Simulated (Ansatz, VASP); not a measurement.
## One calculation of BAs, two programs

```xyz
2
Lattice="0.0000 2.2930 2.2930 2.2930 0.0000 2.2930 2.2930 2.2930 0.0000" Properties=species:S:1:pos:R:3 pbc="T T T"
B     0.0000    0.0000    0.0000
As    3.4394    3.4394    3.4394
```

Change from the starting cell: strain -0.040 along x and y, -0.040 along z, atoms carried along.

Alike in both runs: task single point; functional LDA; k mesh 10 × 10 × 10; occupations gaussian, width 0.05 eV; no spin polarisation.

|  | VASP | Ansatz |
| --- | --- | --- |
| version | VASP 6.6.1 | Ansatz 0.2.0 |
| potentials or method | VASP PAW LDA potentials, release 64 (B, As_d), cutoff 600 eV | scalar-relativistic, plane waves, PAW |
| valence electrons in the cell | 18 | 18 |

Ansatz gave:

```
gap on the k mesh at the Fermi level (eV) : 1.02
least direct gap on the mesh (eV)         : 3.42
pressure (GPa)                            : 16.7
```

Q: Which values does VASP return?

A: gap on the k mesh at the Fermi level (eV): 1.01; least direct gap on the mesh (eV): 3.42; pressure (GPa): 17.1.

LDA's correlation is that of Perdew and Zunger in VASP and of Perdew and Wang (1992) in Ansatz.
